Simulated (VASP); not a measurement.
SrO:

```
Sr O
1.0
     3.10287    0.00000    0.00000
     0.00000    3.10287    0.00000
     0.00000    0.00000    3.10287
Sr O
1 1
Direct
  0.00000 0.00000 0.00000
  0.50000 0.50000 0.50000
```

Base run:

- Program: VASP 6.6.1
- Functional: r2SCAN
- Potentials or basis: VASP PAW PBE potentials, release 64 (Sr_sv, O)
- Cutoff: 520 eV
- k mesh: 8 × 8 × 8
- Occupations: gaussian, width 0.01 eV
- Spin: no spin polarisation

Its results: band gap on the k mesh 3.24 eV, indirect (least direct gap 3.30 eV); pressure 0.8 GPa.

The run is repeated on the same cell with these changes: functional from r2SCAN to PBE; occupations from gaussian, width 0.01 eV to fermi-dirac, width 0.02 eV. What comes out?

Band gap on the k mesh 2.75 eV, indirect (least direct gap 2.81 eV); pressure 3.6 GPa.

Caveats: the PAW data sets were made with another functional, which shifts forces and pressure a little (some runs).

A k mesh can miss the band edges.
